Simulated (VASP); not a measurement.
Input of a VASP 6.6.1 run:

Contents of POSCAR:

```
ZnS
1.0
    3.8109987816      0.0000000000      0.0000000000
   -1.9054993908      3.3004217586      0.0000000000
    0.0000000000      0.0000000000      6.2340000000
Zn S
2 2
Direct
    0.3333333333      0.6666666667      0.0000000000
    0.6666666667      0.3333333333      0.5000000000
    0.3333333333      0.6666666667      0.4210923965
    0.6666666667      0.3333333333      0.8850000000
```

File INCAR.step1:

```
PREC = Accurate ; ENCUT = 520
ISMEAR = 0 ; SIGMA = 0.05
LREAL = F ; LASPH = T
NELM = 80 ; NBANDS = 26
GGA = PE ; ALGO = Normal
EDIFF = 1E-4 ; LWAVE = T
LCHARG = F
```

File INCAR.step2:

```
PREC = Accurate ; ENCUT = 520
EDIFF = 1E-7 ; ISMEAR = 0
SIGMA = 0.05 ; LREAL = F
LASPH = T ; NELM = 80
ALGO = Normal ; ISIF = 2
LWAVE = F ; LCHARG = F
METAGGA = R2SCAN ; LMIXTAU = T
NBANDS = 26 ; ISTART = 1
```

The input KPOINTS:

```
regular mesh
0
Gamma
  6 6 4
```

Potentials or basis: VASP PAW PBE potentials, release 64 (Zn, S).

Launch:

```sh
$ cat potpaw_PBE.64/Zn/POTCAR potpaw_PBE.64/S/POTCAR > POTCAR
$ cp INCAR.step1 INCAR
$ mpirun -np 1 vasp_std > vasp.out
$ cp INCAR.step2 INCAR
$ mpirun -np 1 vasp_std > vasp.out
```

(1) Predict the pressure.

(2) Predict the largest force.

Results:

(1) 1.4 GPa.

(2) 1.609 eV/Å.

Caveat: the cell differs from its parent crystal (atom 3 (S) moved +0.225 Å along Cartesian [0 0 1]); the PAW data sets were made with another functional, which shifts forces and pressure a little.
